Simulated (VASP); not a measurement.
# K2NbO3 (P-6m2) in VASP: relaxation of cell and atoms with PBE

Aim: the relaxation of cell and atoms of K2NbO3 with PBE.

Everything below comes from runs of VASP 6.6.1. Logs are shortened: lines on timing, memory, paths and dates and some standing lists are left out, and cuts for length are marked.

## 1. The cell of the first run

The structure is hexagonal, space group P-6m2 (No. 187). Conventional cell: a = 4.041 Å, b = 4.041 Å, c = 7.977 Å, α = 90.00°, β = 90.00°, γ = 120.00°. Within 4.1 Å of K (site symmetry 3m) lie 9 O at 3.06 to 3.08 Å and 3 Nb at 3.08 Å and 8 K at 3.96 to 4.04 Å. Within 3.1 Å of Nb (site symmetry -6m2) lie 3 O at 2.33 Å and 6 K at 3.08 Å. Within 3.1 Å of O (site symmetry -6m2) lie 3 O at 2.33 Å and 6 K at 3.06 Å. O (site symmetry -6m2) has 3 Nb at 2.33 Å and 6 K at 3.08 Å within 3.1 Å. O (site symmetry -6m2) has 3 O at 2.33 Å and 6 K at 3.06 Å within 3.1 Å.

The cell was generated, and may not be a known phase.

## 2. Relaxation of cell and atoms, PBE, collinear spin

File INCAR:

```
SYSTEM = K2NbO3
  PREC = Accurate
  ENCUT = 600
  EDIFF = 1E-6
  ISMEAR = 0
  SIGMA = 0.1
  LREAL = .False.
  LASPH = .True.
  NELM = 150
  ALGO = Normal
  ISIF = 3
  LWAVE = .False.
  LCHARG = .False.
  ISPIN = 2
  MAGMOM = 0.01 0.01 0.31 0.44 -0.02 0.44
  LORBIT = 11
  LMAXMIX = 4
  GGA = PE
  IBRION = 2
  NSW = 90
  EDIFFG = -0.04
```

File KPOINTS:

```
Automatic mesh
0
Gamma
  6 6 2
  0 0 0
```

File POSCAR:

```
K2NbO3
1.0
    4.0409243400      0.0000000000      0.0000000000
   -2.0204621700      3.4995431300      0.0000000000
    0.0000000000      0.0000000000      7.9768824700
K Nb O
2 1 3
Direct
    0.3333333300      0.6666666700      0.7520078400
    0.3333333300      0.6666666700      0.2479921600
    0.6666666700      0.3333333300      0.5000000000
    0.6666666700      0.3333333300      0.0000000000
    0.0000000000      0.0000000000      0.5000000000
    0.0000000000      0.0000000000      0.0000000000
```

Potentials or basis: VASP PAW PBE potentials, release 64 (K_sv, Nb_sv, O).

Launch:

```sh
> cat potpaw_PBE.64/K_sv/POTCAR potpaw_PBE.64/Nb_sv/POTCAR potpaw_PBE.64/O/POTCAR > POTCAR
> mpirun -np 1 vasp_std > vasp.out
```

OUTCAR:

```text
SYSTEM = K2NbO3
   PREC = Accurate
   ENCUT = 600
   EDIFF = 1E-6
   ISMEAR = 0
   LREAL = .False.
   LASPH = .True.
   NELM = 150
   ISIF = 3
   ISPIN = 2
   LORBIT = 11
   GGA = PE
   IBRION = 2
   NSW = 90
   EDIFFG = -0.04

 ion  position               nearest neighbor table
   1  0.333  0.667  0.752-   3 3.08   3 3.08   3 3.08
   2  0.333  0.667  0.248-   3 3.08   3 3.08   3 3.08
   3  0.667  0.333  0.500-   5 2.33   5 2.33   5 2.33   2 3.08   1 3.08   2 3.08   1 3.08   1 3.08
                             2 3.08
   4  0.667  0.333  0.000-
   5  0.000  0.000  0.500-   3 2.33   3 2.33   3 2.33
   6  0.000  0.000  0.000-

  LATTYP: Found a hexagonal cell.
 ALAT       =     4.0409243400
 C/A-ratio  =     1.9740242080

  Lattice vectors:

 A1 = (   4.0409243400,   0.0000000000,   0.0000000000)
 A2 = (  -2.0204621700,   3.4995431300,   0.0000000000)
 A3 = (   0.0000000000,   0.0000000000,   7.9768824700)

Analysis of symmetry for initial positions (statically):
=====================================================================
 Subroutine PRICEL returns:
 Original cell was already a primitive cell.

 Routine SETGRP: Setting up the symmetry group for a
 hexagonal supercell.

 Subroutine GETGRP returns: Found 12 space group operations
 (whereof 12 operations were pure point group operations)
 out of a pool of 24 trial point group operations.

The static configuration has the point symmetry D_3h.

Analysis of symmetry for dynamics (positions and initial velocities):
=====================================================================
 Subroutine PRICEL returns:
 Original cell was already a primitive cell.

 Routine SETGRP: Setting up the symmetry group for a
 hexagonal supercell.

 Subroutine GETGRP returns: Found 12 space group operations
 (whereof 12 operations were pure point group operations)
 out of a pool of 24 trial point group operations.

The dynamic configuration has the point symmetry D_3h.

Analysis of structural, dynamic, and magnetic symmetry:
=====================================================================
 Subroutine PRICEL returns:
 Original cell was already a primitive cell.

 Routine SETGRP: Setting up the symmetry group for a
 hexagonal supercell.

 Subroutine GETGRP returns: Found 12 space group operations
 (whereof 12 operations were pure point group operations)
 out of a pool of 24 trial point group operations.

The overall configuration has the point symmetry D_3h.

 Subroutine INISYM returns: Found 12 space group operations
 (whereof 12 operations are pure point group operations),
 and found     1 'primitive' translations

----------------------------------------------------------------------------------------

                                     Primitive cell

  volume of cell :     112.8042

  direct lattice vectors                    reciprocal lattice vectors
     4.040924340  0.000000000  0.000000000     0.247468133  0.142875793  0.000000000
    -2.020462170  3.499543130  0.000000000     0.000000000  0.285751586  0.000000000
     0.000000000  0.000000000  7.976882470     0.000000000  0.000000000  0.125362258

  length of vectors
     4.040924340  4.040924337  7.976882470     0.285751586  0.285751586  0.125362258

  position of ions in fractional coordinates (direct lattice)
     0.333333330  0.666666670  0.752007840
     0.333333330  0.666666670  0.247992160
     0.666666670  0.333333330  0.500000000
     0.666666670  0.333333330  0.000000000
     0.000000000  0.000000000  0.500000000
     0.000000000  0.000000000  0.000000000

  ion indices of the primitive-cell ions
   primitive index   ion index
                 1           1
                 2           2
                 3           3
                 4           4
                 5           5
                 6           6

----------------------------------------------------------------------------------------

 KPOINTS: Automatic mesh

Automatic generation of k-mesh.
 Grid dimensions read from file:
 generate k-points for:    6    6    2

 Generating k-lattice:

  Cartesian coordinates                     Fractional coordinates (reciprocal lattice)
     0.041244689  0.023812632  0.000000000     0.166666667  0.000000000  0.000000000
     0.000000000  0.047625264  0.000000000     0.000000000  0.166666667  0.000000000
     0.000000000  0.000000000  0.062681129     0.000000000  0.000000000  0.500000000

  Length of vectors
     0.047625264  0.047625264  0.062681129

  Shift w.r.t. Gamma in fractional coordinates (k-lattice)
     0.000000000  0.000000000  0.000000000

 Subroutine IBZKPT returns following result:
 ===========================================

 Found     14 irreducible k-points:

 Following reciprocal coordinates:
            Coordinates               Weight
  0.000000  0.000000  0.000000      1.000000
  0.166667  0.000000  0.000000      6.000000
  0.333333  0.000000  0.000000      6.000000
  0.500000 -0.000000  0.000000      3.000000
  0.166667  0.166667  0.000000      6.000000
  0.333333  0.166667  0.000000     12.000000
  0.333333  0.333333  0.000000      2.000000
  0.000000  0.000000  0.500000      1.000000
  0.166667  0.000000  0.500000      6.000000
  0.333333  0.000000  0.500000      6.000000
  0.500000 -0.000000  0.500000      3.000000
  0.166667  0.166667  0.500000      6.000000
  0.333333  0.166667  0.500000     12.000000
  0.333333  0.333333  0.500000      2.000000
   k-points           NKPTS =     14   k-points in BZ     NKDIM =     14   number of bands    NBANDS=     30
   number of dos      NEDOS =    301   number of ions     NIONS =      6
   total plane-waves  NPLWV =  65536
   dimension x,y,z NGX =    32 NGY =   32 NGZ =   64
   dimension x,y,z NGXF=    64 NGYF=   64 NGZF=  128
   ions per type =               2   1   3
   NGX,Y,Z   is equivalent  to a cutoff of  13.16, 13.16, 13.34 a.u.
   NGXF,Y,Z  is equivalent  to a cutoff of  26.33, 26.33, 26.68 a.u.
 SYSTEM =  K2NbO3
   PREC   = accura    normal or accurate (medium, high low for compatibility)
   ISTART =      0    job   : 0-new  1-cont  2-samecut
   ICHARG =      2    charge: 1-file 2-atom 10-const
   ISPIN  =      2    spin polarized calculation?
   LNONCOLLINEAR =      F non collinear calculations
   LSORBIT =      F    spin-orbit coupling
   LASPH  =      T    aspherical Exc in radial PAW
   ENCUT  =  600.0 eV  44.10 Ry    6.64 a.u.   8.07  8.07 15.93*2*pi/ulx,y,z
   NELM   =    150;   NELMIN=  2; NELMDL= -5     # of ELM steps
   EDIFF  = 0.1E-05   stopping-criterion for ELM
   LREAL  =      F    real-space projection
   EDIFFG = -.4E-01   stopping-criterion for IOM
   NSW    =     90    number of steps for IOM
   IBRION =      2    ionic relax: 0-MD 1-quasi-New 2-CG
   NFREE  =      1    steps in history (QN), initial steepest desc. (CG)
   ISIF   =      3    stress and relaxation
   ISYM   =      2    0-nonsym 1-usesym 2-fastsym
   POTIM  = 0.5000    time-step for ionic-motion
   TEBEG  =    0.0;   TEEND  =   0.0 temperature during run
   PSTRESS=    0.0 pullay stress
   NELECT =      49.0000    total number of electrons
   NUPDOWN=      -1.0000    fix difference up-down
   EMIN   =  10.00;   EMAX   =-10.00  energy-range for DOS
   EFERMI =   0.00;   METHOD = LEGACY
   ISMEAR =     0;   SIGMA  =   0.10  broadening in eV -4-tet -1-fermi 0-gaus
   EFERMI_NEDOS =   21; number of points for ismear=-14 and -15
   IALGO  =     38    algorithm
   IMIX   =      4    mixing-type and parameters
     AMIX     =   0.40;   BMIX     =  1.00
     AMIX_MAG =   1.60;   BMIX_MAG =  1.00
  volume/ion in A,a.u.               =      18.80       126.87
  Fermi-wavevector in a.u.,A,eV,Ry     =   1.239838  2.342955 20.914868  1.537199
  Thomas-Fermi vector in A             =   2.374305
   LORBIT       =     11    0 simple, 1 ext, 2 COOP (PROOUT), +10 PAW based schemes
   GGA     = PE    functional components
   LHFCALC =     F    Hartree Fock is set to
   AEXX    =    0.0000 exact exchange contribution
   IVDW    =     0    specifies the selected vdW correction
   LEPSILON=     F    determine dielectric tensor
   LRPA    =     F    only Hartree local field effects (RPA)
 conjugate gradient relaxation of ions
 spin polarized calculation
 Gauss-broadening in eV      SIGMA  =   0.10
  energy-cutoff  :      600.00
  volume of cell :      112.80
 maximum number of plane-waves:      3786
   NGX = 17   NGY = 17   NGZ = 31

--------------------------------------- Ionic step        1  -------------------------------------------

 number of electron      48.9999998 magnetization       5.1454539

 Free energy of the ion-electron system (eV)
  ---------------------------------------------------
  ext. energy  EPLUGINS =         0.00000000
  ---------------------------------------------------
  free energy    TOTEN  =       -26.53513751 eV

  energy without entropy =      -26.51063839  energy(sigma->0) =      -26.52288795

------------------------ aborting loop because EDIFF is reached ----------------------------------------

  FORCE on cell =-STRESS in cart. coord.  units (eV):
  Direction    XX          YY          ZZ          XY          YZ          ZX
  --------------------------------------------------------------------------------------
  -------------------------------------------------------------------------------------
  Total       -5.6582834     -5.6582834      2.0736241      0.0000000     -0.0000000      0.0000000
  in kB      -80.3655676    -80.3655675     29.4520386      0.0000000     -0.0000000      0.0000000
  external PRESSURE =     -43.7596988 kB  Pullay stress =       0.0000000 kB
[... 1976 lines left out ...]
     29       6.1090      0.00000
     30       7.2867      0.00000

[... ionic steps 4 to 9 ...]

--------------------------------------- Ionic step       10  -------------------------------------------

 number of electron      49.0000026 magnetization       1.5810108

------------------------ aborting loop because EDIFF is reached ----------------------------------------
[... 75 lines left out ...]
--------------------------------------- Ionic step       12  -------------------------------------------

 number of electron      49.0000014 magnetization       1.6082459

 Free energy of the ion-electron system (eV)
  ---------------------------------------------------
  ext. energy  EPLUGINS =         0.00000000
  ---------------------------------------------------
  free energy    TOTEN  =       -30.12478178 eV

  energy without entropy =      -30.10916874  energy(sigma->0) =      -30.11697526

 E-fermi :   3.1445     XC(G=0):  -9.2131

 val. band max:        3.1123067927   @ k =   0.3333   0.1667   0.5000
 cond. band min:       3.2032741284   @ k =   0.3333   0.0000   0.5000
 fundamental gap:      0.0909673357
 Fermi energy:         3.1445374648
[... 960 lines left out ...]
  FREE ENERGIE OF THE ION-ELECTRON SYSTEM (eV)
  ---------------------------------------------------
  free  energy   TOTEN  =       -30.1247817766 eV

  energy  without entropy=      -30.1091687359  energy(sigma->0) =      -30.11697526

 reached required accuracy - stopping structural energy minimisation

 total charge

# of ion       s       p       d       tot
------------------------------------------
    1        1.966   5.584   0.058   7.608
    2        1.966   5.584   0.058   7.608
    3        2.170   5.978   2.393  10.542
    4        1.626   3.156   0.000   4.782
    5        1.570   3.437   0.000   5.007
    6        1.626   3.156   0.000   4.782
--------------------------------------------------
tot         10.925  26.896   2.509  40.329

 magnetization (x)

# of ion       s       p       d       tot
------------------------------------------
    1        0.000   0.003   0.002   0.005
    2        0.000   0.003   0.002   0.005
    3        0.033   0.002   0.449   0.483
    4        0.012   0.363   0.000   0.374
    5       -0.002  -0.020   0.000  -0.022
    6        0.012   0.363   0.000   0.374
--------------------------------------------------
tot          0.054   0.714   0.453   1.221
```

Run time: 46 min. Hardware: 1 thread of Intel Xeon 8259CL, shared host; peak memory 0.34 GiB.

Results:

| Quantity | Value |
| --- | --- |
| Free energy | -30.1248 eV |
| Relaxed volume | 18.58 Å³/atom |
| Relaxed cell | a = 3.557 Å, b = 3.557 Å, c = 10.177 Å, α = 90.00°, β = 90.00°, γ = 120.00° |
| Space group after relaxing (to 0.1 Å) | P-6m2 (No. 187) |
| Energy gained by relaxing | 598.3 meV/atom |
| Ionic steps | 12 |
| Pressure after relaxing | 0.0 GPa |
| Largest force after relaxing | 0.011 eV/Å |
| Net moment | 1.61 μB per cell |
| Site moments | K +0.01; Nb +0.48; O +0.37, -0.02 (each value once) μB |
| Valence electrons inside the program's atomic spheres | K 7.61; Nb 10.54; O 4.78, 5.01 (each value once) |

Forces on the atoms (eV/Å):
```
K    0.000  0.000 -0.011
K    0.000  0.000  0.011
Nb   0.000  0.000  0.000
O    0.000  0.000  0.000
O    0.000  0.000  0.000
O    0.000  0.000  0.000
```

The path:
```csv
step,energy change (eV),largest force (eV/Å),pressure (GPa),volume (Å³)
1,0.0000,2.7443,-4.38,112.80
2,-1.1775,2.4888,-2.46,104.49
3,-1.2459,0.6215,34.12,80.52
4,-2.1756,1.7348,5.00,94.64
5,-2.2671,1.2614,11.05,90.05
6,-3.0341,0.3734,7.17,95.86
7,-3.4190,0.5049,5.26,102.70
8,-3.4458,0.7841,4.91,105.39
9,-3.5598,0.0362,-1.55,113.28
10,-3.5677,0.1716,-0.38,111.58
11,-3.5873,0.0623,-0.14,111.53
12,-3.5896,0.0113,0.00,111.51
```

Final structure:
```
K Nb O
1.0
     3.55700    0.00000    0.00000
    -1.77850    3.08045    0.00000
     0.00000    0.00000   10.17658
K Nb O
2 1 3
Direct
  0.33333 0.66667 0.83418
  0.33333 0.66667 0.16582
  0.66667 0.33333 0.50000
  0.66667 0.33333 0.00000
  0.00000 0.00000 0.50000
  0.00000 0.00000 0.00000
```

Caveat: the k points lie up to 0.34 Å⁻¹ apart in the final cell; a cell axis changed by over 15 % at a fixed basis, so the end point is rough.
